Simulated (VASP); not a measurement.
# AlN (Imm2) in VASP: further runs

Runs on AlN. Level: PBE. Tasks: single point.

Program: VASP 6.6.1. These are calculated values, not measurements. Logs are shortened: lines on timing, memory, paths and dates and some standing lists are left out, and cuts for length are marked.

### 1 The cell of the first run

The structure is orthorhombic, space group Imm2 (No. 44). Conventional cell: a = 3.113 Å, b = 3.113 Å, c = 4.403 Å, α = 90.00°, β = 90.00°, γ = 90.00°. Within 2.5 Å of Al (site symmetry mm2) lie 4 N at 1.89 to 1.92 Å. Within 2.5 Å of N (site symmetry mm2) lie 4 Al at 1.89 to 1.92 Å.

### 2 Single point, PBE (mode 4 frozen in at +0.000 Å and mode 10 at -0.015 Å (largest displacements))

INCAR reads:

```
PREC     = Accurate       # precision mode
ENCUT    = 520            # plane-wave cutoff, eV
EDIFF    = 1E-6           # SCF threshold, eV
ISMEAR   = 0              # smearing method
SIGMA    = 0.05           # smearing width, eV
LREAL    = False          # projectors in reciprocal space
LASPH    = True           # aspherical terms in the spheres
NELM     = 80             # most SCF steps
ALGO     = Normal         # electronic algorithm
ISIF     = 2              # what is computed and relaxed
LWAVE    = False          # write WAVECAR
LCHARG   = True           # write CHGCAR
GGA      = PE             # functional
LELF     = True           # ELF
LVHAR    = True         
NBANDS   = 16             # bands
```

KPOINTS reads:

```
regular mesh
0
Gamma
  6 6 6
```

POSCAR reads:

```
AlN
1.0
    0.0000000000     -2.2015682416     -2.2015682416
   -2.2015682416      0.0000000000     -2.2015682416
    2.2015682416      2.2015682416     -4.4031364832
Al N
2 2
Direct
   -0.0008842550     -0.0008842550     -0.0008842550
    0.4991157450      0.4991157450      0.4991157450
    0.3767033313      0.3767033313      0.8767033313
    0.8767033313      0.8767033313      0.3767033313
```

Potentials or basis: VASP PAW PBE potentials, release 64 (Al, N).

On the command line:

```bash
$ cat potpaw_PBE.64/Al/POTCAR potpaw_PBE.64/N/POTCAR > POTCAR
$ mpirun -np 1 vasp_std > vasp.out
```

OUTCAR:

```text
PREC = Accurate
   ENCUT = 520
   EDIFF = 1E-6
   ISMEAR = 0
   LREAL = False
   LASPH = True
   NELM = 80
   ISIF = 2
   GGA = PE

 ion  position               nearest neighbor table
   1  0.999  0.999  0.999-   3 1.89   3 1.89   3 1.92   4 1.92   2 3.11   2 3.11   2 3.11   2 3.11
                             2 3.11   2 3.11
   2  0.499  0.499  0.499-   4 1.89   4 1.89   3 1.92   4 1.92   1 3.11   1 3.11   1 3.11   1 3.11
                             1 3.11   1 3.11
   3  0.377  0.377  0.877-   1 1.89   1 1.89   1 1.92   2 1.92
   4  0.877  0.877  0.377-   2 1.89   2 1.89   1 1.92   2 1.92

  LATTYP: Found a trigonal (rhomboedric) cell.
 ALAT       =     5.3927188258
 COS(alpha) =     0.8333333333

  Lattice vectors:

 A1 = (   2.2015682416,   4.4031364832,  -2.2015682416)
 A2 = (   4.4031364832,   2.2015682416,  -2.2015682416)
 A3 = (   2.2015682416,   2.2015682416,  -4.4031364832)

Analysis of symmetry for initial positions (statically):
=====================================================================
 Subroutine PRICEL returns following result:

  LATTYP: Found a face centered cubic cell.
 ALAT       =     4.4031364832

  Lattice vectors:

 A1 = (   0.0000000000,  -2.2015682416,   2.2015682416)
 A2 = (   2.2015682416,  -2.2015682416,   0.0000000000)
 A3 = (   2.2015682416,   0.0000000000,   2.2015682416)

   2 primitive cells build up your supercell.

 Routine SETGRP: Setting up the symmetry group for a
 trigonal (rhombohedral) supercell.

 Subroutine GETGRP returns: Found  2 space group operations
 (whereof  2 operations were pure point group operations)
 out of a pool of 12 trial point group operations.

The static configuration has the point symmetry C_1h.

Analysis of symmetry for dynamics (positions and initial velocities):
=====================================================================
 Subroutine PRICEL returns following result:

  LATTYP: Found a face centered cubic cell.
 ALAT       =     4.4031364832

  Lattice vectors:

 A1 = (   0.0000000000,  -2.2015682416,   2.2015682416)
 A2 = (   2.2015682416,  -2.2015682416,   0.0000000000)
 A3 = (   2.2015682416,   0.0000000000,   2.2015682416)

   2 primitive cells build up your supercell.

 Routine SETGRP: Setting up the symmetry group for a
[... 103 lines left out ...]
   LASPH  =      T    aspherical Exc in radial PAW
   ENCUT  =  520.0 eV  38.22 Ry    6.18 a.u.   5.79  5.79 10.03*2*pi/ulx,y,z
   NELM   =     80;   NELMIN=  2; NELMDL= -5     # of ELM steps
   EDIFF  = 0.1E-05   stopping-criterion for ELM
   LREAL  =      F    real-space projection
   EDIFFG = 0.1E-04   stopping-criterion for IOM
   NSW    =      0    number of steps for IOM
   IBRION =     -1    ionic relax: 0-MD 1-quasi-New 2-CG
   NFREE  =      0    steps in history (QN), initial steepest desc. (CG)
   ISIF   =      2    stress and relaxation
   ISYM   =      2    0-nonsym 1-usesym 2-fastsym
   POTIM  = 0.5000    time-step for ionic-motion
   TEBEG  =    0.0;   TEEND  =   0.0 temperature during run
   PSTRESS=    0.0 pullay stress
   NELECT =      16.0000    total number of electrons
   NUPDOWN=      -1.0000    fix difference up-down
   EMIN   =  10.00;   EMAX   =-10.00  energy-range for DOS
   EFERMI =   0.00;   METHOD = LEGACY
   ISMEAR =     0;   SIGMA  =   0.05  broadening in eV -4-tet -1-fermi 0-gaus
   EFERMI_NEDOS =   21; number of points for ismear=-14 and -15
   IALGO  =     38    algorithm
   IMIX   =      4    mixing-type and parameters
     AMIX     =   0.40;   BMIX     =  1.00
     AMIX_MAG =   1.60;   BMIX_MAG =  1.00
  volume/ion in A,a.u.               =      10.67        72.01
  Fermi-wavevector in a.u.,A,eV,Ry     =   1.180400  2.230633 18.957611  1.393345
  Thomas-Fermi vector in A             =   2.316693
   LORBIT       =      0    0 simple, 1 ext, 2 COOP (PROOUT), +10 PAW based schemes
   GGA     = PE    functional components
   LHFCALC =     F    Hartree Fock is set to
   AEXX    =    0.0000 exact exchange contribution
   IVDW    =     0    specifies the selected vdW correction
   LEPSILON=     F    determine dielectric tensor
   LRPA    =     F    only Hartree local field effects (RPA)
 non-spin polarized calculation
 Gauss-broadening in eV      SIGMA  =   0.05
  energy-cutoff  :      520.00
  volume of cell :       42.68
 maximum number of plane-waves:      1168
   NGX = 11   NGY = 11   NGZ = 21

 number of electron      16.0000000 magnetization

 Free energy of the ion-electron system (eV)
  ---------------------------------------------------
  ext. energy  EPLUGINS =         0.00000000
  ---------------------------------------------------
  free energy    TOTEN  =       -29.68598370 eV

  energy without entropy =      -29.68598370  energy(sigma->0) =      -29.68598370

 E-fermi :   6.0508     XC(G=0): -10.8288

 val. band max:        5.8052340531   @ k =   0.0000   0.0000   0.0000
 cond. band min:       9.0500482927   @ k =   0.0000   0.5000   0.5000
 fundamental gap:      3.2448142395
 Fermi energy:         6.0507917161

 k-point     1 :       0.0000    0.0000    0.0000
  band No.  band energies     occupation
      1      -9.0969      2.00000
      2      -7.1227      2.00000
      3       0.0109      2.00000
      4       5.2140      2.00000
      5       5.2866      2.00000
      6       5.6856      2.00000
[... 433 lines left out ...]
      3       0.5932      2.00000
      4       1.2780      2.00000
      5       3.0766      2.00000
      6       3.9039      2.00000
[... 8 lines left out ...]
     15      18.5220      0.00000
     16      19.6152      0.00000

 [... further k-points ...]

------------------------ aborting loop because EDIFF is reached ----------------------------------------

  FORCE on cell =-STRESS in cart. coord.  units (eV):
  Direction    XX          YY          ZZ          XY          YZ          ZX
  --------------------------------------------------------------------------------------
  -------------------------------------------------------------------------------------
  Total       -0.0446300     -0.0446300     -0.0683937     -0.3674262      0.0022256      0.0022256
  in kB       -1.6752551     -1.6752551     -2.5672625    -13.7919036      0.0835407      0.0835406
  external PRESSURE =      -1.9725909 kB  Pullay stress =       0.0000000 kB

 VOLUME and BASIS-vectors are now :
 -----------------------------------------------------------------------------
  energy-cutoff  :      520.00
  volume of cell :       42.68
      direct lattice vectors                 reciprocal lattice vectors
     0.000000000 -2.201568242 -2.201568242     0.113555417 -0.340666251 -0.113555417
    -2.201568242  0.000000000 -2.201568242    -0.340666251  0.113555417 -0.113555417
     2.201568242  2.201568242 -4.403136483     0.113555417  0.113555417 -0.113555417

 POSITION                                       TOTAL-FORCE (eV/Angst)
 -----------------------------------------------------------------------------------
      0.00000      0.00000     -8.79849        -0.000759     -0.000759     -0.311265
      0.00000      0.00000     -4.39535        -0.000759     -0.000759     -0.311265
      1.10078      1.10078     -5.51892         0.000759      0.000759      0.311265
     -1.10078     -1.10078     -5.51892         0.000759      0.000759      0.311265
 -----------------------------------------------------------------------------------
    total drift:                               -0.000051     -0.000051      0.000365

  FREE ENERGIE OF THE ION-ELECTRON SYSTEM (eV)
  ---------------------------------------------------
  free  energy   TOTEN  =       -29.6859836984 eV

  energy  without entropy=      -29.6859836984  energy(sigma->0) =      -29.68598370
```

OSZICAR:

```text
N       E                     dE             d eps       ncg     rms          rms(c)
DAV:   1     0.391056804661E+02    0.39106E+02   -0.70800E+03  2224   0.868E+02
DAV:   2    -0.309983611191E+02   -0.70104E+02   -0.63972E+02  3064   0.188E+02
DAV:   3    -0.343402181244E+02   -0.33419E+01   -0.33311E+01  2632   0.418E+01
DAV:   4    -0.343620060644E+02   -0.21788E-01   -0.21787E-01  2712   0.378E+00
DAV:   5    -0.343623145730E+02   -0.30851E-03   -0.30851E-03  2640   0.449E-01    0.120E+01
DAV:   6    -0.296720533295E+02    0.46903E+01   -0.10728E+01  2624   0.236E+01    0.411E+00
DAV:   7    -0.297005239401E+02   -0.28471E-01   -0.65063E-01  2216   0.571E+00    0.292E+00
DAV:   8    -0.296905414776E+02    0.99825E-02   -0.64544E-02  2296   0.230E+00    0.595E-01
DAV:   9    -0.296855380786E+02    0.50034E-02   -0.11687E-02  2816   0.820E-01    0.247E-01
DAV:  10    -0.296860720807E+02   -0.53400E-03   -0.21581E-03  2464   0.297E-01    0.139E-01
DAV:  11    -0.296859822680E+02    0.89813E-04   -0.18908E-04  2568   0.106E-01    0.321E-02
DAV:  12    -0.296859839594E+02   -0.16914E-05   -0.10919E-05  2720   0.263E-02    0.658E-03
DAV:  13    -0.296859836984E+02    0.26105E-06   -0.30879E-06  2520   0.136E-02
   1 F= -.29685984E+02 E0= -.29685984E+02  d E =-.437531E-14
```

Run time: 39 s. Hardware: 1 thread of Intel Xeon Platinum 8488C (Sapphire Rapids), shared host; peak memory 0.17 GiB.

What came out:

```
Free energy            : -29.6860 eV
Pressure               : -0.2 GPa
Largest force          : 0.311 eV/Å
Band gap on the k mesh : 3.24 eV
```

Forces on the atoms (eV/Å):
```
Al  -0.001 -0.001 -0.311
Al  -0.001 -0.001 -0.311
N    0.001  0.001  0.311
N    0.001  0.001  0.311
```

Stress tensor (GPa, compression positive):
```
-0.17 -1.38  0.01
-1.38 -0.17  0.01
 0.01  0.01 -0.26
```

Caveat: the cell differs from its parent crystal (mode 4 frozen in at +0.000 Å and mode 10 at -0.015 Å (largest displacements)).

### 3 Single point, PBE (mode 4 frozen in at +0.000 Å and mode 10 at -0.045 Å (largest displacements))

INCAR reads:

```
  PREC = Accurate
  ENCUT = 520
  EDIFF = 1E-7
  ISMEAR = 0
  SIGMA = 0.05
  LREAL = False
  LASPH = True
  NELM = 100
  ALGO = Normal
  ISIF = 2
  LWAVE = False
  LCHARG = True
  GGA = PE
  LELF = True
  LVHAR = True
  NBANDS = 16
```

KPOINTS reads:

```
Automatic mesh
0
Gamma
  6 6 6
```

POSCAR reads:

```
AlN
1.0
    0.0000000000     -2.2015682416     -2.2015682416
   -2.2015682416      0.0000000000     -2.2015682416
    2.2015682416      2.2015682416     -4.4031364832
Al N
2 2
Direct
   -0.0026527651     -0.0026527651     -0.0026527651
    0.4973472349      0.4973472349      0.4973472349
    0.3801099938      0.3801099938      0.8801099938
    0.8801099938      0.8801099938      0.3801099938
```

Potentials or basis: VASP PAW PBE potentials, release 64 (Al, N).

On the command line:

```bash
$ cat potpaw_PBE.64/Al/POTCAR potpaw_PBE.64/N/POTCAR > POTCAR
$ mpirun -np 1 vasp_std > vasp.out
```

It took 37 s on 1 thread of Intel Xeon Platinum 8488C (Sapphire Rapids), shared host; peak memory 0.17 GiB.

It converged, with:

```yaml
Free_energy: -29.6293 eV
Pressure: 0.3 GPa
Largest_force: 0.931 eV/Å
Band_gap_on_the_k_mesh: 3.13 eV
```

Forces in eV/Å, atoms in the order of the input:
```
Al  -0.001 -0.001 -0.931
Al  -0.001 -0.001 -0.931
N    0.001  0.001  0.931
N    0.001  0.001  0.931
```

Stress tensor (GPa, compression positive):
```
 0.54 -4.15  0.01
-4.15  0.54  0.01
 0.01  0.01 -0.27
```

Levels at points of the mesh, in eV from the valence-band top:
```
           k point  band 4  band 5  band 6  band 7  band 8  band 9  band 10  band 11  band 12  band 13
(0.00, 0.00, 0.00)   -0.82   -0.59   -0.36   -0.17    0.00    3.80     7.01     9.55    10.72    10.88
(0.50, 0.00, 0.00)   -4.94   -2.39   -2.39   -1.34   -1.34    5.62     5.62     9.64     9.64    11.58
(0.50, 0.50, 0.50)   -4.84   -2.40   -2.40   -1.50   -1.50    5.66     5.66     9.70     9.70    11.60
(0.50, 0.50, 0.00)   -5.00   -2.05   -1.80   -0.82   -0.59    3.14     7.01     8.30     9.55    10.72
(0.00, 0.50, 0.50)   -5.01   -1.92   -1.91   -0.70   -0.49    3.13     6.94     8.26     9.47    10.76
(0.00, 0.00, 0.50)   -3.33   -0.60   -0.60   -0.37   -0.37    6.11     6.11    10.57    10.57    11.84
```

Caveat: the cell differs from its parent crystal (mode 4 frozen in at +0.000 Å and mode 10 at -0.045 Å (largest displacements)).
